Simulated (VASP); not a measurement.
A run of VASP 6.6.1 is set up as follows.

File INCAR:

```
  ALGO = Normal
  EDIFF = 1E-6
  ENCUT = 520
  GGA = PS
  ISIF = 2
  ISMEAR = -1
  LASPH = True
  LCHARG = True
  LELF = True
  LREAL = False
  LVHAR = True
  LWAVE = False
  NBANDS = 11
  NELM = 80
  PREC = Accurate
  SIGMA = 0.05
```

KPOINTS

```
k-points
0
Gamma
  14 14 8
```

Contents of POSCAR:

```
C
1.0
    2.0985692138     -1.2116819937      0.0000000000
    2.0985692138      1.2116819937      0.0000000000
   -1.3604312691      0.0000000000      3.4554887350
C
2
Direct
    0.8333555300      0.8333555300      0.0000930400
    0.1666444700      0.1666444700      0.9999069600
```

Potentials or basis: VASP PAW PBE potentials, release 64 (C).

Command:

```sh
$ cat potpaw_PBE.64/C/POTCAR > POTCAR
$ mpirun -np 1 vasp_std > vasp.out
```

(1) Estimate the pressure.

(2) What does it give for the largest force?

## Answers

(1) 13.5 GPa.

(2) 0.005 eV/Å.

Caveat: the PAW data sets were made with another functional, which shifts forces and pressure a little; this functional lacks dispersion, which binds the layers, so the pressure and a relaxed spacing across them are unreliable.
